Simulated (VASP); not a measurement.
Input of a VASP 6.6.1 run:

File INCAR:

```
  ALGO = Normal
  EDIFF = 1E-6
  ENCUT = 520
  GGA = PE
  ISIF = 2
  ISMEAR = 0
  ISPIN = 2
  LASPH = T
  LCHARG = T
  LELF = T
  LMAXMIX = 4
  LORBIT = 11
  LREAL = F
  LVHAR = T
  LWAVE = F
  MAGMOM = 4.33 -4.33 0 0 0 0
  NBANDS = 40
  NELM = 150
  PREC = Accurate
  SIGMA = 0.02
```

KPOINTS

```
k-points
0
Gamma
  4 4 4
```

POSCAR

```
MnF2
1.0
    0.0000000000      4.5858922036      4.5858922036
    4.5858922036      0.0000000000      4.5858922036
    4.5858922036      4.5858922036      0.0000000000
Mn F
2 4
Direct
    0.5000000000      0.5000000000      0.5000000000
    0.2500000000      0.2500000000      0.2500000000
    0.3750000152      0.3750000152      0.8749999544
    0.8749999544      0.3750000152      0.3750000152
    0.3750000152      0.3750000152      0.3750000152
    0.3750000152      0.8749999544      0.3750000152
```

Potentials or basis: VASP PAW PBE potentials, release 64 (Mn_pv, F).

Run with:

```bash
$ cat potpaw_PBE.64/Mn_pv/POTCAR potpaw_PBE.64/F/POTCAR > POTCAR
$ mpirun -np 1 vasp_std > vasp.out
```

Q: Estimate the pressure.

A: 0.1 GPa.

Q: What does it give for the band gap on the k mesh?

A: 2.87 eV, indirect (least direct gap 2.93 eV).

Q: What does it give for the net moment?

A: 0.00 μB per cell.

A k mesh can miss the band edges.
